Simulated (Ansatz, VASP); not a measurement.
## One calculation of AgCl, two programs

Contents of POSCAR:

```
AgCl
1.0
    0.0000000000      2.9932461729      2.9932461729
    2.9932461729      0.0000000000      2.9932461729
    2.9932461729      2.9932461729      0.0000000000
Ag Cl
1 1
Direct
    0.0000000000      0.0000000000      0.0000000000
    0.2500000000      0.2500000000      0.2500000000
```

Contents of INCAR.step1:

```
ALGO     = Normal         # electronic algorithm
EDIFF    = 1E-5           # SCF threshold, eV
ENCUT    = 520            # plane-wave cutoff, eV
GGA      = PE             # functional
ISIF     = 2              # what is computed and relaxed
ISMEAR   = 0              # smearing method
LASPH    = T              # aspherical terms in the spheres
LCHARG   = F              # write CHGCAR
LREAL    = F              # projectors in reciprocal space
LWAVE    = T              # write WAVECAR
NBANDS   = 16             # bands
NELM     = 80             # most SCF steps
PREC     = Accurate       # precision mode
SIGMA    = 0.01           # smearing width, eV
```

The input INCAR.step2:

```
ALGO     = Normal         # electronic algorithm
EDIFF    = 1E-7           # SCF threshold, eV
ENCUT    = 520            # plane-wave cutoff, eV
GGA      = PE             # functional
HFSCREEN = 0.2079         # screening, 1/A
ISIF     = 2              # what is computed and relaxed
ISMEAR   = 0              # smearing method
ISTART   = 1            
LASPH    = T              # aspherical terms in the spheres
LCHARG   = F              # write CHGCAR
LHFCALC  = T              # exact exchange
LREAL    = F              # projectors in reciprocal space
LWAVE    = F              # write WAVECAR
NBANDS   = 16             # bands
NELM     = 80             # most SCF steps
PREC     = Accurate       # precision mode
PRECFOCK = Normal       
SIGMA    = 0.01           # smearing width, eV
```

The input KPOINTS:

```
k-points
0
Gamma
  4 4 4
```

Input for Ansatz:

```yaml
crystal:
  lattice:
    - [0.0, 2.9932461729, 2.9932461729]
    - [2.9932461729, 0.0, 2.9932461729]
    - [2.9932461729, 2.9932461729, 0.0]
  atoms:
    - { symbol: Ag, position: [0.0, 0.0, 0.0] }
    - { symbol: Cl, position: [0.25, 0.25, 0.25] }
kpoints:
  mp_grid: { grid: [4, 4, 4] }
hamiltonian:
  xc: hse06
scf:
  occupations: { method: fixed }
  n_extra_bands: 4
output:
  forces: true
  stress: true
  eigenvalues: true
```

Alike in both runs: task single point; functional HSE06; k mesh 4 × 4 × 4; no spin polarisation.

|  | VASP | Ansatz |
| --- | --- | --- |
| version | VASP 6.6.1 | Ansatz 0.2.0 |
| potentials or method | VASP PAW PBE potentials, release 64 (Ag, Cl) | plane waves, PAW |
| plane-wave cutoff (eV) | 520 | 420 |
| occupations | gaussian, width 0.01 eV | fixed |
| valence electrons in the cell | 18 | 26 |

Ansatz gave:

```
gap on the k mesh at the Fermi level (eV) : 2.72
pressure (GPa)                            : 1.1
```

Task: Which values does VASP return?

Result: gap on the k mesh at the Fermi level (eV): 2.70; pressure (GPa): 1.0.

VASP's potentials hold 18 valence electrons a cell and Ansatz's 26, so a difference there can come from the potentials and not from the codes. Ansatz's warnings: stress exchange threshold loose, stress scf threshold loose.

The k mesh is coarse, so the values compare programs but aren't converged.
